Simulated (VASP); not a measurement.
# Ga2SnSe3 (P4mm) in VASP: relaxation of cell and atoms with PBE

Aim: the relaxation of cell and atoms of Ga2SnSe3 with PBE.

Program: VASP 6.6.1. These are calculated values, not measurements. Logs are shortened: lines on timing, memory, paths and dates and some standing lists are left out, and cuts for length are marked.

**1. The cell of the first run**

It takes space group P4mm (No. 99, tetragonal). Conventional cell: a = 4.033 Å, b = 4.033 Å, c = 8.626 Å, α = 90.00°, β = 90.00°, γ = 90.00°. Ga (site symmetry 4mm) has 6 Se at 2.56 to 2.85 Å within 3.4 Å. Within 3.5 Å of Ga (site symmetry 4mm) lie 5 Se at 2.62 to 2.85 Å and 1 Sn at 2.97 Å. Sn (site symmetry 4mm) has 5 Se at 2.89 to 3.04 Å and 1 Ga at 2.97 Å within 3.8 Å. Within 3.5 Å of Se (site symmetry 4mm) lie 5 Ga at 2.56 to 2.85 Å and 1 Se at 3.44 Å. Within 3.5 Å of Se (site symmetry 4mm) lie 1 Ga at 2.63 Å and 4 Sn at 2.89 Å and 1 Se at 3.44 Å. Within 3.5 Å of Se (site symmetry 4mm) lie 5 Ga at 2.62 to 2.85 Å and 1 Sn at 3.04 Å.

The cell was generated, and may not be a known phase.

**2. Relaxation of cell and atoms, PBE**

File INCAR:

```
SYSTEM = Ga2SnSe3
ALGO = Normal ; EDIFF = 1E-6
EDIFFG = -0.01 ; ENCUT = 600
GGA = PE ; IBRION = 2
ISIF = 3 ; ISMEAR = 0
LASPH = .TRUE. ; LCHARG = .FALSE.
LREAL = .FALSE. ; LWAVE = .FALSE.
NELM = 80 ; NSW = 100
PREC = Accurate ; SIGMA = 0.1
```

File KPOINTS:

```
k-points
0
G
  10 10 6
  0 0 0
```

File POSCAR:

```
Ga2SnSe3
1.0
    4.0325108843      0.0000000000      0.0000000000
    0.0000000000      4.0325108843      0.0000000000
    0.0000000000      0.0000000000      8.6257224110
Ga Sn Se
2 1 3
Direct
    0.0000000000      0.0000000000      0.9026430629
    0.5000000000      0.5000000000      0.6080911378
    0.5000000000      0.5000000000      0.2639651542
    0.0000000000      0.0000000000      0.6061754795
    0.0000000000      0.0000000000      0.2073542797
    0.5000000000      0.5000000000      0.9117708959
```

Potentials or basis: VASP PAW PBE potentials, release 64 (Ga_d, Sn_d, Se).

Launch:

```
> cat potpaw_PBE.64/Ga_d/POTCAR potpaw_PBE.64/Sn_d/POTCAR potpaw_PBE.64/Se/POTCAR > POTCAR
> mpirun -np 1 vasp_std > vasp.out
```

OUTCAR:

```text
SYSTEM = Ga2SnSe3
   EDIFF = 1E-6
   EDIFFG = -0.01
   ENCUT = 600
   GGA = PE
   IBRION = 2
   ISIF = 3
   ISMEAR = 0
   LASPH = .TRUE.
   LREAL = .FALSE.
   NELM = 80
   NSW = 100
   PREC = Accurate

 ion  position               nearest neighbor table
   1  0.000  0.000  0.903-   4 2.56   5 2.63   6 2.85   6 2.85   6 2.85   6 2.85
   2  0.500  0.500  0.608-   6 2.62   4 2.85   4 2.85   4 2.85   4 2.85   3 2.97
   3  0.500  0.500  0.264-   5 2.89   5 2.89   5 2.89   5 2.89   2 2.97   6 3.04
   4  0.000  0.000  0.606-   1 2.56   2 2.85   2 2.85   2 2.85   2 2.85
   5  0.000  0.000  0.207-   1 2.63   3 2.89   3 2.89   3 2.89   3 2.89
   6  0.500  0.500  0.912-   2 2.62   1 2.85   1 2.85   1 2.85   1 2.85   3 3.04

  LATTYP: Found a simple tetragonal cell.
 ALAT       =     4.0325108843
 C/A-ratio  =     2.1390450413

  Lattice vectors:

 A1 = (   4.0325108843,   0.0000000000,   0.0000000000)
 A2 = (   0.0000000000,   4.0325108843,   0.0000000000)
 A3 = (   0.0000000000,   0.0000000000,   8.6257224110)

Analysis of symmetry for initial positions (statically):
=====================================================================
 Subroutine PRICEL returns:
 Original cell was already a primitive cell.

 Routine SETGRP: Setting up the symmetry group for a
 simple tetragonal supercell.

 Subroutine GETGRP returns: Found  8 space group operations
 (whereof  8 operations were pure point group operations)
 out of a pool of 16 trial point group operations.

The static configuration has the point symmetry C_4v.

Analysis of symmetry for dynamics (positions and initial velocities):
=====================================================================
 Subroutine PRICEL returns:
 Original cell was already a primitive cell.

 Routine SETGRP: Setting up the symmetry group for a
 simple tetragonal supercell.

 Subroutine GETGRP returns: Found  8 space group operations
 (whereof  8 operations were pure point group operations)
 out of a pool of 16 trial point group operations.

The dynamic configuration has the point symmetry C_4v.

 Subroutine INISYM returns: Found  8 space group operations
 (whereof  8 operations are pure point group operations),
 and found     1 'primitive' translations

----------------------------------------------------------------------------------------

                                     Primitive cell

  volume of cell :     140.2641

  direct lattice vectors                    reciprocal lattice vectors
     4.032510884  0.000000000  0.000000000     0.247984452  0.000000000  0.000000000
     0.000000000  4.032510884  0.000000000     0.000000000  0.247984452  0.000000000
     0.000000000  0.000000000  8.625722411     0.000000000  0.000000000  0.115932319

  length of vectors
     4.032510884  4.032510884  8.625722411     0.247984452  0.247984452  0.115932319

  position of ions in fractional coordinates (direct lattice)
     0.000000000  0.000000000  0.902643063
     0.500000000  0.500000000  0.608091138
     0.500000000  0.500000000  0.263965154
     0.000000000  0.000000000  0.606175480
     0.000000000  0.000000000  0.207354280
     0.500000000  0.500000000  0.911770896

  ion indices of the primitive-cell ions
   primitive index   ion index
                 1           1
                 2           2
                 3           3
                 4           4
                 5           5
                 6           6

----------------------------------------------------------------------------------------

 KPOINTS: k-points

Automatic generation of k-mesh.
 Grid dimensions read from file:
 generate k-points for:   10   10    6

 Generating k-lattice:

  Cartesian coordinates                     Fractional coordinates (reciprocal lattice)
     0.024798445  0.000000000  0.000000000     0.100000000  0.000000000  0.000000000
     0.000000000  0.024798445  0.000000000     0.000000000  0.100000000  0.000000000
     0.000000000  0.000000000  0.019322053     0.000000000  0.000000000  0.166666667

  Length of vectors
     0.024798445  0.024798445  0.019322053

  Shift w.r.t. Gamma in fractional coordinates (k-lattice)
     0.000000000  0.000000000  0.000000000

 Subroutine IBZKPT returns following result:
 ===========================================

 Found     84 irreducible k-points:

 Following reciprocal coordinates:
            Coordinates               Weight
  0.000000  0.000000  0.000000      1.000000
  0.100000  0.000000  0.000000      4.000000
  0.200000  0.000000  0.000000      4.000000
  0.300000  0.000000  0.000000      4.000000
  0.400000  0.000000  0.000000      4.000000
  0.500000  0.000000  0.000000      2.000000
[... 16 lines left out ...]
  0.100000  0.000000  0.166667      8.000000
  0.200000  0.000000  0.166667      8.000000
 [... further k-points ...]
   k-points           NKPTS =     84   k-points in BZ     NKDIM =     84   number of bands    NBANDS=     34
   number of dos      NEDOS =    301   number of ions     NIONS =      6
   total plane-waves  NPLWV =  71680
   dimension x,y,z NGX =    32 NGY =   32 NGZ =   70
   dimension x,y,z NGXF=    64 NGYF=   64 NGZF=  140
   ions per type =               2   1   3
   NGX,Y,Z   is equivalent  to a cutoff of  13.19, 13.19, 13.49 a.u.
   NGXF,Y,Z  is equivalent  to a cutoff of  26.38, 26.38, 26.98 a.u.
 SYSTEM =  Ga2SnSe3
   PREC   = accura    normal or accurate (medium, high low for compatibility)
   ISTART =      0    job   : 0-new  1-cont  2-samecut
   ICHARG =      2    charge: 1-file 2-atom 10-const
   ISPIN  =      1    spin polarized calculation?
   LNONCOLLINEAR =      F non collinear calculations
   LSORBIT =      F    spin-orbit coupling
   LASPH  =      T    aspherical Exc in radial PAW
   ENCUT  =  600.0 eV  44.10 Ry    6.64 a.u.   8.05  8.05 17.23*2*pi/ulx,y,z
   NELM   =     80;   NELMIN=  2; NELMDL= -5     # of ELM steps
   EDIFF  = 0.1E-05   stopping-criterion for ELM
   LREAL  =      F    real-space projection
   EDIFFG = -.1E-01   stopping-criterion for IOM
   NSW    =    100    number of steps for IOM
   IBRION =      2    ionic relax: 0-MD 1-quasi-New 2-CG
   NFREE  =      1    steps in history (QN), initial steepest desc. (CG)
   ISIF   =      3    stress and relaxation
   ISYM   =      2    0-nonsym 1-usesym 2-fastsym
   POTIM  = 0.5000    time-step for ionic-motion
   TEBEG  =    0.0;   TEEND  =   0.0 temperature during run
   PSTRESS=    0.0 pullay stress
   NELECT =      58.0000    total number of electrons
   NUPDOWN=      -1.0000    fix difference up-down
   EMIN   =  10.00;   EMAX   =-10.00  energy-range for DOS
   EFERMI =   0.00;   METHOD = LEGACY
   ISMEAR =     0;   SIGMA  =   0.10  broadening in eV -4-tet -1-fermi 0-gaus
   EFERMI_NEDOS =   21; number of points for ismear=-14 and -15
   IALGO  =     38    algorithm
   IMIX   =      4    mixing-type and parameters
     AMIX     =   0.40;   BMIX     =  1.00
     AMIX_MAG =   1.60;   BMIX_MAG =  1.00
  volume/ion in A,a.u.               =      23.38       157.76
  Fermi-wavevector in a.u.,A,eV,Ry     =   1.219650  2.304805 20.239302  1.487547
  Thomas-Fermi vector in A             =   2.354895
   LORBIT       =      0    0 simple, 1 ext, 2 COOP (PROOUT), +10 PAW based schemes
   GGA     = PE    functional components
   LHFCALC =     F    Hartree Fock is set to
   AEXX    =    0.0000 exact exchange contribution
   IVDW    =     0    specifies the selected vdW correction
   LEPSILON=     F    determine dielectric tensor
   LRPA    =     F    only Hartree local field effects (RPA)
 conjugate gradient relaxation of ions
 non-spin polarized calculation
 Gauss-broadening in eV      SIGMA  =   0.10
  energy-cutoff  :      600.00
  volume of cell :      140.26
 maximum number of plane-waves:      4760
   NGX = 17   NGY = 17   NGZ = 35

--------------------------------------- Ionic step        1  -------------------------------------------

 number of electron      58.0000019 magnetization

 Free energy of the ion-electron system (eV)
  ---------------------------------------------------
  ext. energy  EPLUGINS =         0.00000000
  ---------------------------------------------------
  free energy    TOTEN  =       -22.23054889 eV

  energy without entropy =      -22.21856312  energy(sigma->0) =      -22.22455601

------------------------ aborting loop because EDIFF is reached ----------------------------------------

  FORCE on cell =-STRESS in cart. coord.  units (eV):
  Direction    XX          YY          ZZ          XY          YZ          ZX
  --------------------------------------------------------------------------------------
  -------------------------------------------------------------------------------------
  Total        0.0748068      0.0748068      0.1937369      0.0000000      0.0000000      0.0000000
  in kB        0.8544864      0.8544864      2.2129747      0.0000000      0.0000000      0.0000000
  external PRESSURE =       1.3073158 kB  Pullay stress =       0.0000000 kB
[... 101 lines left out ...]
  FREE ENERGIE OF THE ION-ELECTRON SYSTEM (eV)
  ---------------------------------------------------
  free  energy   TOTEN  =       -22.2311165550 eV

  energy  without entropy=      -22.2189516837  energy(sigma->0) =      -22.22503412

[... ionic steps 4 to 10 ...]

--------------------------------------- Ionic step       11  -------------------------------------------

 number of electron      58.0000023 magnetization

------------------------ aborting loop because EDIFF is reached ----------------------------------------

  FORCE on cell =-STRESS in cart. coord.  units (eV):
  Direction    XX          YY          ZZ          XY          YZ          ZX
  --------------------------------------------------------------------------------------
  -------------------------------------------------------------------------------------
  Total       -0.0382490     -0.0382490     -0.0652056      0.0000000     -0.0000000      0.0000000
  in kB       -0.4348439     -0.4348439     -0.7413076      0.0000000     -0.0000000      0.0000000
  external PRESSURE =      -0.5369984 kB  Pullay stress =       0.0000000 kB
[... 65 lines left out ...]
  energy  without entropy=      -22.2194200086  energy(sigma->0) =      -22.22547190

--------------------------------------- Ionic step       13  -------------------------------------------

 number of electron      58.0000022 magnetization

 Free energy of the ion-electron system (eV)
  ---------------------------------------------------
  ext. energy  EPLUGINS =         0.00000000
  ---------------------------------------------------
  free energy    TOTEN  =       -22.23152198 eV

  energy without entropy =      -22.21943535  energy(sigma->0) =      -22.22547866

 E-fermi :   5.0587     XC(G=0):  -9.9234

 val. band max:        5.0524205685   @ k =   0.3000   0.2000   0.1667
 cond. band min:       5.0650728085   @ k =   0.4000   0.2000   0.0000
 fundamental gap:      0.0126522400
 Fermi energy:         5.0587493110

 k-point     1 :       0.0000    0.0000    0.0000
  band No.  band energies     occupation
      1     -16.8178      2.00000
      2     -16.8024      2.00000
      3     -16.7716      2.00000
      4     -16.7532      2.00000
      5     -16.7532      2.00000
      6     -10.1633      2.00000
[... 877 lines left out ...]
     33       8.4502      0.00000
     34       9.2634      0.00000

 [... further k-points ...]
[... 5 lines left out ...]
  --------------------------------------------------------------------------------------
  -------------------------------------------------------------------------------------
  Total       -0.0305028     -0.0305028     -0.0571742      0.0000000      0.0000000      0.0000000
  in kB       -0.3469454     -0.3469454     -0.6503118      0.0000000      0.0000000      0.0000000
  external PRESSURE =      -0.4480675 kB  Pullay stress =       0.0000000 kB
[... 21 lines left out ...]
  FREE ENERGIE OF THE ION-ELECTRON SYSTEM (eV)
  ---------------------------------------------------
  free  energy   TOTEN  =       -22.2315219831 eV

  energy  without entropy=      -22.2194353466  energy(sigma->0) =      -22.22547866

 reached required accuracy - stopping structural energy minimisation
```

Wall time 24 min (1 thread of AMD EPYC 9R45 (Zen 5), shared host); peak memory 0.58 GiB.

What came out:

* Free energy: -22.2315 eV
* Relaxed volume: 23.48 Å³/atom
* Relaxed cell: a = 4.035 Å, b = 4.035 Å, c = 8.653 Å, α = 90.00°, β = 90.00°, γ = 90.00°
* Space group after relaxing (to 0.1 Å): P4mm (No. 99)
* Energy gained by relaxing: 0.2 meV/atom
* Ionic steps: 13
* Pressure after relaxing: 0.0 GPa
* Largest force after relaxing: 0.010 eV/Å
* Band gap on the k mesh: zero (bands 29 and 30 overlap by 1.62 eV)

Forces in eV/Å, atoms in the order of the input:
```
Ga   0.000  0.000 -0.002
Ga   0.000  0.000  0.002
Sn   0.000  0.000 -0.009
Se   0.000  0.000 -0.001
Se   0.000  0.000  0.010
Se   0.000  0.000  0.000
```

Step by step:
```csv
step,energy change (eV),largest force (eV/Å),pressure (GPa),volume (Å³)
1,0.0000,0.0665,0.13,140.26
2,-0.0005,0.0377,0.02,140.65
3,-0.0006,0.0403,-0.08,140.87
4,-0.0008,0.0270,-0.02,140.77
5,-0.0008,0.0203,0.01,140.72
6,-0.0009,0.0156,0.04,140.62
7,-0.0009,0.0162,-0.03,140.65
8,-0.0009,0.0154,0.02,140.63
9,-0.0009,0.0136,-0.02,140.69
10,-0.0010,0.0117,-0.02,140.77
11,-0.0010,0.0130,-0.05,140.93
12,-0.0010,0.0108,-0.02,140.83
13,-0.0010,0.0096,-0.04,140.86
```

Final structure:
```yaml
crystal:
  lattice:
    - [4.03469, 0.00000, 0.00000]
    - [0.00000, 4.03469, 0.00000]
    - [0.00000, 0.00000, 8.65303]
  atoms:
    - { symbol: Ga, position: [0.00000, 0.00000, 0.90308] }
    - { symbol: Ga, position: [0.50000, 0.50000, 0.60672] }
    - { symbol: Sn, position: [0.50000, 0.50000, 0.26323] }
    - { symbol: Se, position: [0.00000, 0.00000, 0.60786] }
    - { symbol: Se, position: [0.00000, 0.00000, 0.20691] }
    - { symbol: Se, position: [0.50000, 0.50000, 0.91220] }
```

Levels at points of the mesh, in eV from the Fermi level:
| k point | band 25 | band 26 | band 27 | band 28 | band 29 | band 30 | band 31 | band 32 | band 33 | band 34 |
| --- | --- | --- | --- | --- | --- | --- | --- | --- | --- | --- |
| (0.00, 0.00, 0.00) | -2.70 | -2.70 | -2.08 | -1.92 | -1.92 | -0.04 | 1.89 | 3.25 | 4.43 | 4.43 |
| (0.50, 0.00, 0.00) | -2.22 | -1.79 | -1.56 | -1.53 | 0.78 | 1.00 | 1.29 | 1.40 | 1.53 | 2.11 |
| (0.50, 0.50, 0.00) | -4.64 | -3.72 | -3.72 | -2.48 | -1.05 | -0.80 | 0.60 | 3.54 | 3.54 | 5.03 |
| (0.00, 0.00, 0.50) | -3.03 | -3.03 | -1.70 | -1.70 | -1.48 | 0.15 | 1.85 | 3.49 | 3.98 | 4.64 |
| (0.50, 0.00, 0.50) | -1.77 | -1.60 | -1.34 | -0.75 | 0.48 | 0.48 | 1.34 | 1.73 | 2.53 | 2.89 |
| (0.50, 0.50, 0.50) | -4.45 | -3.71 | -3.36 | -3.36 | -3.00 | 0.79 | 2.83 | 2.83 | 3.24 | 5.11 |

Caveat: spin-orbit coupling is left out, which moves the levels of the heavy elements.
